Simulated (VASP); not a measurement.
# KBr (Fm-3m) in VASP: a series of runs

The runs below take KBr through single point, with BLYP, PBE, PBE-based screened hybrid.

Program: VASP 6.6.1. These are calculated values, not measurements. Logs are shortened: lines on timing, memory, paths and dates and some standing lists are left out, and cuts for length are marked.

## Step 1: The cell of the first run

The structure is cubic, space group Fm-3m (No. 225). Conventional cell: a = 6.600 Å, b = 6.600 Å, c = 6.600 Å, α = 90.00°, β = 90.00°, γ = 90.00°. Within 4.3 Å of Br (site symmetry m-3m) lie 6 K at 3.30 Å. K (site symmetry m-3m) has 6 Br at 3.30 Å within 4.3 Å.

## Step 2: Single point, BLYP

INCAR

```
SYSTEM = KBr
PREC = Accurate
ENCUT = 520
EDIFF = 1E-6
ISMEAR = -1
SIGMA = 0.05
LREAL = .FALSE.
LASPH = .TRUE.
NELM = 80
ALGO = Normal
ISIF = 2
LWAVE = .FALSE.
LCHARG = .FALSE.
GGA = B5
ALDAX = 1.0
AGGAX = 1.0
AGGAC = 1.0
ALDAC = 0.0
NBANDS = 15
```

KPOINTS

```
Automatic mesh
0
G
  7 7 7
  0 0 0
```

POSCAR

```
KBr
1.0
    0.0000000000      3.3000000000      3.3000000000
    3.3000000000      0.0000000000      3.3000000000
    3.3000000000      3.3000000000      0.0000000000
Br K
1 1
Direct
    0.5000000000      0.5000000000      0.5000000000
    0.0000000000      0.0000000000      0.0000000000
```

Potentials or basis: VASP PAW PBE potentials, release 64 (Br, K_sv).

Launch:

```sh
$ cat potpaw_PBE.64/Br/POTCAR potpaw_PBE.64/K_sv/POTCAR > POTCAR
$ mpirun -np 1 vasp_std > vasp.out
```

OUTCAR:

```text
SYSTEM = KBr
   PREC = Accurate
   ENCUT = 520
   EDIFF = 1E-6
   ISMEAR = -1
   LREAL = .FALSE.
   LASPH = .TRUE.
   NELM = 80
   ISIF = 2
   GGA = B5

 ion  position               nearest neighbor table
   1  0.500  0.500  0.500-   2 3.30   2 3.30   2 3.30   2 3.30   2 3.30   2 3.30
   2  0.000  0.000  0.000-   1 3.30   1 3.30   1 3.30   1 3.30   1 3.30   1 3.30

  LATTYP: Found a face centered cubic cell.
 ALAT       =     6.6000000000

  Lattice vectors:

 A1 = (   0.0000000000,   3.3000000000,   3.3000000000)
 A2 = (   3.3000000000,   0.0000000000,   3.3000000000)
 A3 = (   3.3000000000,   3.3000000000,   0.0000000000)

Analysis of symmetry for initial positions (statically):
=====================================================================
 Subroutine PRICEL returns:
 Original cell was already a primitive cell.

 Routine SETGRP: Setting up the symmetry group for a
 face centered cubic supercell.

 Subroutine GETGRP returns: Found 48 space group operations
 (whereof 48 operations were pure point group operations)
 out of a pool of 48 trial point group operations.

The static configuration has the point symmetry O_h .

Analysis of symmetry for dynamics (positions and initial velocities):
=====================================================================
 Subroutine PRICEL returns:
 Original cell was already a primitive cell.

 Routine SETGRP: Setting up the symmetry group for a
 face centered cubic supercell.

 Subroutine GETGRP returns: Found 48 space group operations
 (whereof 48 operations were pure point group operations)
 out of a pool of 48 trial point group operations.

The dynamic configuration has the point symmetry O_h .

 Subroutine INISYM returns: Found 48 space group operations
 (whereof 48 operations are pure point group operations),
 and found     1 'primitive' translations

----------------------------------------------------------------------------------------

                                     Primitive cell

  volume of cell :      71.8740

  direct lattice vectors                    reciprocal lattice vectors
     0.000000000  3.300000000  3.300000000    -0.151515152  0.151515152  0.151515152
     3.300000000  0.000000000  3.300000000     0.151515152 -0.151515152  0.151515152
     3.300000000  3.300000000  0.000000000     0.151515152  0.151515152 -0.151515152

  length of vectors
     4.666904756  4.666904756  4.666904756     0.262431941  0.262431941  0.262431941

  position of ions in fractional coordinates (direct lattice)
[... 82 lines left out ...]
   POTIM  = 0.5000    time-step for ionic-motion
   TEBEG  =    0.0;   TEEND  =   0.0 temperature during run
   PSTRESS=    0.0 pullay stress
   NELECT =      16.0000    total number of electrons
   NUPDOWN=      -1.0000    fix difference up-down
   EMIN   =  10.00;   EMAX   =-10.00  energy-range for DOS
   EFERMI =   0.00;   METHOD = LEGACY
   ISMEAR =    -1;   SIGMA  =   0.05  broadening in eV -4-tet -1-fermi 0-gaus
   EFERMI_NEDOS =   21; number of points for ismear=-14 and -15
   IALGO  =     38    algorithm
   IMIX   =      4    mixing-type and parameters
     AMIX     =   0.40;   BMIX     =  1.00
     AMIX_MAG =   1.60;   BMIX_MAG =  1.00
  volume/ion in A,a.u.               =      35.94       242.51
  Fermi-wavevector in a.u.,A,eV,Ry     =   0.992181  1.874950 13.393889  0.984423
  Thomas-Fermi vector in A             =   2.123975
   LORBIT       =      0    0 simple, 1 ext, 2 COOP (PROOUT), +10 PAW based schemes
   GGA     = B5    functional components
   LHFCALC =     F    Hartree Fock is set to
   AEXX    =    0.0000 exact exchange contribution
   IVDW    =     0    specifies the selected vdW correction
   LEPSILON=     F    determine dielectric tensor
   LRPA    =     F    only Hartree local field effects (RPA)
 non-spin polarized calculation
  energy-cutoff  :      520.00
  volume of cell :       71.87
 maximum number of plane-waves:      1948
   NGX = 17   NGY = 17   NGZ = 17

 number of electron      15.9999997 magnetization

 Free energy of the ion-electron system (eV)
  ---------------------------------------------------
  ext. energy  EPLUGINS =         0.00000000
  ---------------------------------------------------
  free energy    TOTEN  =        -5.80076373 eV

  energy without entropy =       -5.80076373  energy(sigma->0) =       -5.80076373

 E-fermi :  -0.3866     XC(G=0):  -7.0685

 val. band max:       -1.4387237780   @ k =   0.0000   0.0000   0.0000
 cond. band min:       3.0081665093   @ k =   0.0000   0.0000   0.0000
 fundamental gap:      4.4468902872
 Fermi energy:        -0.3865936787

 k-point     1 :       0.0000    0.0000    0.0000
  band No.  band energies     occupation
      1     -29.2332      2.00000
      2     -13.7416      2.00000
      3     -12.7860      2.00000
      4     -12.7860      2.00000
      5     -12.7860      2.00000
      6      -1.4387      2.00000
      7      -1.4387      2.00000
      8      -1.4387      2.00000
      9       3.0082      0.00000
     10       6.0960      0.00000
     11       6.0960      0.00000
     12       6.0960      0.00000
     13       6.9019      0.00000
     14       6.9019      0.00000
[... 329 lines left out ...]
      2     -13.7657      2.00000
      3     -12.8523      2.00000
      4     -12.8286      2.00000
      5     -12.6757      2.00000
      6      -2.1117      2.00000
      7      -2.0581      2.00000
      8      -1.8574      2.00000
      9       5.6380      0.00000
     10       6.3741      0.00000
     11       6.8119      0.00000
     12       7.5122      0.00000
     13       8.9130      0.00000
     14       8.9465      0.00000
     15       9.7394      0.00000

------------------------ aborting loop because EDIFF is reached ----------------------------------------

  FORCE on cell =-STRESS in cart. coord.  units (eV):
  Direction    XX          YY          ZZ          XY          YZ          ZX
  --------------------------------------------------------------------------------------
  -------------------------------------------------------------------------------------
  Total        0.6837397      0.6837397      0.6837397      0.0000000      0.0000000      0.0000000
  in kB       15.2415639     15.2415639     15.2415639      0.0000000      0.0000000      0.0000000
  external PRESSURE =      15.2415639 kB  Pullay stress =       0.0000000 kB

 VOLUME and BASIS-vectors are now :
 -----------------------------------------------------------------------------
  energy-cutoff  :      520.00
  volume of cell :       71.87
      direct lattice vectors                 reciprocal lattice vectors
     0.000000000  3.300000000  3.300000000    -0.151515152  0.151515152  0.151515152
     3.300000000  0.000000000  3.300000000     0.151515152 -0.151515152  0.151515152
     3.300000000  3.300000000  0.000000000     0.151515152  0.151515152 -0.151515152

 POSITION                                       TOTAL-FORCE (eV/Angst)
 -----------------------------------------------------------------------------------
      3.30000      3.30000      3.30000        -0.000000     -0.000000     -0.000000
      0.00000      0.00000      0.00000         0.000000      0.000000      0.000000
 -----------------------------------------------------------------------------------
    total drift:                                0.000000      0.000000      0.000000

  FREE ENERGIE OF THE ION-ELECTRON SYSTEM (eV)
  ---------------------------------------------------
  free  energy   TOTEN  =        -5.8007637260 eV

  energy  without entropy=       -5.8007637259  energy(sigma->0) =       -5.80076373
```

stdout:

```text
POSCAR found type information on POSCAR BrK
 POSCAR found :  2 types and       2 ions
 scaLAPACK will be used
 -----------------------------------------------------------------------------
|                                                                             |
|                                                                             |
|     You enforced a specific xc type in the INCAR file but a different       |
|     I HOPE YOU KNOW WHAT YOU ARE DOING!                                     |
|                                                                             |
 -----------------------------------------------------------------------------

 LDA part: xc-table for (Slater(with rela. corr.)+VWN5), standard interpolation
 POSCAR, INCAR and KPOINTS ok, starting setup
 FFT: planning ... GRIDC
 FFT: planning ... GRID_SOFT
 FFT: planning ... GRID
 WAVECAR not read
 entering main loop
```

Wall time 44 s (1 thread of AMD EPYC 7R13 (Zen 3), shared host); peak memory 0.18 GiB.

Results:

```
Free energy            : -5.8008 eV
Pressure               : 1.5 GPa
Band gap on the k mesh : 4.45 eV, direct
```

Caveat: the PAW data sets were made with another functional, which shifts forces and pressure a little.

## Step 3: Single point, PBE

INCAR

```
ALGO = Normal ; EDIFF = 1E-6
ENCUT = 520 ; GGA = PE
ISIF = 2 ; ISMEAR = 0
LASPH = True ; LCHARG = False
LREAL = False ; LWAVE = False
NBANDS = 15 ; NELM = 100
PREC = Accurate ; SIGMA = 0.02
```

KPOINTS

```
k-points
0
Gamma
  7 7 7
```

POSCAR is that of step 2.

Potentials or basis: VASP PAW PBE potentials, release 64 (Br, K_sv).

Launch:

```sh
$ cat potpaw_PBE.64/Br/POTCAR potpaw_PBE.64/K_sv/POTCAR > POTCAR
$ mpirun -np 1 vasp_std > vasp.out
```

OUTCAR:

```text
EDIFF = 1E-6
   ENCUT = 520
   GGA = PE
   ISIF = 2
   ISMEAR = 0
   LASPH = True
   LREAL = False
   NELM = 100
   PREC = Accurate

 ion  position               nearest neighbor table
   1  0.500  0.500  0.500-   2 3.30   2 3.30   2 3.30   2 3.30   2 3.30   2 3.30
   2  0.000  0.000  0.000-   1 3.30   1 3.30   1 3.30   1 3.30   1 3.30   1 3.30

  LATTYP: Found a face centered cubic cell.
 ALAT       =     6.6000000000

  Lattice vectors:

 A1 = (   0.0000000000,   3.3000000000,   3.3000000000)
[... 539 lines left out ...]
------------------------ aborting loop because EDIFF is reached ----------------------------------------

  FORCE on cell =-STRESS in cart. coord.  units (eV):
  Direction    XX          YY          ZZ          XY          YZ          ZX
  --------------------------------------------------------------------------------------
  -------------------------------------------------------------------------------------
  Total        0.3387944      0.3387944      0.3387944      0.0000000     -0.0000000      0.0000000
  in kB        7.5522262      7.5522262      7.5522262      0.0000000     -0.0000000      0.0000000
  external PRESSURE =       7.5522262 kB  Pullay stress =       0.0000000 kB

 VOLUME and BASIS-vectors are now :
 -----------------------------------------------------------------------------
  energy-cutoff  :      520.00
  volume of cell :       71.87
      direct lattice vectors                 reciprocal lattice vectors
     0.000000000  3.300000000  3.300000000    -0.151515152  0.151515152  0.151515152
     3.300000000  0.000000000  3.300000000     0.151515152 -0.151515152  0.151515152
     3.300000000  3.300000000  0.000000000     0.151515152  0.151515152 -0.151515152

 POSITION                                       TOTAL-FORCE (eV/Angst)
 -----------------------------------------------------------------------------------
      3.30000      3.30000      3.30000        -0.000000     -0.000000      0.000000
      0.00000      0.00000      0.00000         0.000000      0.000000     -0.000000
 -----------------------------------------------------------------------------------
    total drift:                                0.000000      0.000000      0.000000

  FREE ENERGIE OF THE ION-ELECTRON SYSTEM (eV)
  ---------------------------------------------------
  free  energy   TOTEN  =        -6.2150845751 eV

  energy  without entropy=       -6.2150845751  energy(sigma->0) =       -6.21508458
```

OSZICAR:

```text
N       E                     dE             d eps       ncg     rms          rms(c)
DAV:   1     0.984913392889E+02    0.98491E+02   -0.69245E+03   600   0.935E+02
DAV:   2    -0.271056127131E+00   -0.98762E+02   -0.90553E+02   782   0.228E+02
DAV:   3    -0.616151280851E+01   -0.58905E+01   -0.58520E+01   826   0.493E+01
DAV:   4    -0.638555818462E+01   -0.22405E+00   -0.22401E+00   872   0.835E+00
DAV:   5    -0.638777338665E+01   -0.22152E-02   -0.22152E-02   840   0.907E-01    0.311E+00
DAV:   6    -0.621620533498E+01    0.17157E+00   -0.21604E-01   775   0.224E+00    0.227E+00
DAV:   7    -0.620506483347E+01    0.11141E-01   -0.10652E-01   817   0.176E+00    0.103E+00
DAV:   8    -0.621398096773E+01   -0.89161E-02   -0.11535E-02   630   0.789E-01    0.115E-01
DAV:   9    -0.621478236691E+01   -0.80140E-03   -0.82116E-04   845   0.176E-01    0.781E-02
DAV:  10    -0.621506466093E+01   -0.28229E-03   -0.28244E-04   614   0.963E-02    0.120E-02
DAV:  11    -0.621508270905E+01   -0.18048E-04   -0.28151E-05   815   0.301E-02    0.598E-03
DAV:  12    -0.621508448032E+01   -0.17713E-05   -0.41362E-06   613   0.132E-02    0.159E-03
DAV:  13    -0.621508457510E+01   -0.94784E-07   -0.12384E-07   664   0.203E-03
   1 F= -.62150846E+01 E0= -.62150846E+01  d E =-.477047E-11
```

Wall time 32 s (1 thread of AMD EPYC 7R13 (Zen 3), shared host); peak memory 0.18 GiB.

What came out:

```yaml
Free_energy: -6.2151 eV
Pressure: 0.8 GPa
Band_gap_on_the_k_mesh: 4.43 eV, direct
```

## Step 4: Single point, PBE-based screened hybrid

This run uses another cell than the first one, of 37.37 Å³/atom, 1.040 times its volume.

POSCAR

```
KBr
1.0
    0.0000000000      3.3434260326      3.3434260326
    3.3434260326      0.0000000000      3.3434260326
    3.3434260326      3.3434260326      0.0000000000
Br K
1 1
Direct
    0.5000000000      0.5000000000      0.5000000000
    0.0000000000      0.0000000000      0.0000000000
```

INCAR.step1

```
SYSTEM = KBr
  ALGO = Normal
  EDIFF = 1E-5
  ENCUT = 520
  GGA = PE
  ISIF = 2
  ISMEAR = 0
  LASPH = .True.
  LCHARG = .False.
  LREAL = .False.
  LWAVE = .True.
  NBANDS = 15
  NELM = 100
  PREC = Accurate
  SIGMA = 0.1
```

INCAR.step2

```
SYSTEM = KBr
  AEXX = 0.25
  ALGO = Normal
  EDIFF = 1E-6
  ENCUT = 520
  GGA = PE
  HFSCREEN = 0.3
  ISIF = 2
  ISMEAR = 0
  ISTART = 1
  LASPH = .True.
  LCHARG = .False.
  LHFCALC = .True.
  LREAL = .False.
  LWAVE = .False.
  NBANDS = 15
  NELM = 100
  PREC = Accurate
  PRECFOCK = Normal
  SIGMA = 0.1
```

KPOINTS

```
k-points
0
Gamma
  4 4 4
  0 0 0
```

Launch:

```sh
$ cat potpaw_PBE.64/Br/POTCAR potpaw_PBE.64/K_sv/POTCAR > POTCAR
$ cp INCAR.step1 INCAR
$ mpirun -np 1 vasp_std > vasp.out
$ cp INCAR.step2 INCAR
$ mpirun -np 1 vasp_std > vasp.out
```

It took 13 min on 1 thread of Intel Xeon 8259CL, shared host; peak memory 0.32 GiB.

The run converged. Its results:

```
Free energy            : -7.0058 eV
Pressure               : -0.1 GPa
Band gap on the k mesh : 5.26 eV, direct
```

Levels at points of the mesh, in eV from the valence-band top:
```
           k point  band 4  band 5  band 6  band 7  band 8  band 9  band 10  band 11  band 12  band 13
(0.00, 0.00, 0.00)  -12.14  -12.14    0.00    0.00    0.00    5.26     8.69     8.69     8.69     9.61
(0.50, 0.00, 0.00)  -12.14  -11.90   -1.13   -0.31   -0.31    7.42     9.17    10.98    10.98    10.99
(0.50, 0.50, 0.00)  -12.17  -12.17   -0.80   -0.29   -0.29    6.86     8.08    10.30    10.62    10.87
```

Caveat: the PAW data sets were made with another functional, which shifts forces and pressure a little.

## Step 5: The runs side by side

| level | cell | k mesh | smearing | grid for exact exchange (PRECFOCK) | share of exact exchange | screening parameter | gap on the mesh (eV) | pressure (GPa) |
| --- | --- | --- | --- | --- | --- | --- | --- | --- |
| BLYP | a = 4.667 Å, angles 60.0°, 2 atoms | 7 × 7 × 7 | fermi-dirac 0.05 eV | - | - | - | 4.45 | 1.5 |
| PBE | a = 4.667 Å, angles 60.0°, 2 atoms | 7 × 7 × 7 | gaussian 0.02 eV | - | - | - | 4.43 | 0.8 |
| PBE-based screened hybrid | a = 4.728 Å, angles 60.0°, 2 atoms | 4 × 4 × 4 | gaussian 0.1 eV | Normal | 0.25 | 0.3 1/Å | 5.26 | -0.1 |

Alike in all rows: task single point; potentials or basis VASP PAW PBE potentials, release 64 (Br, K_sv); no spin polarisation; cutoff (eV) 520.

Caveats: the PAW data sets were made with another functional, which shifts forces and pressure a little (some runs).

Absolute energies hang on the potentials; compare differences alone.
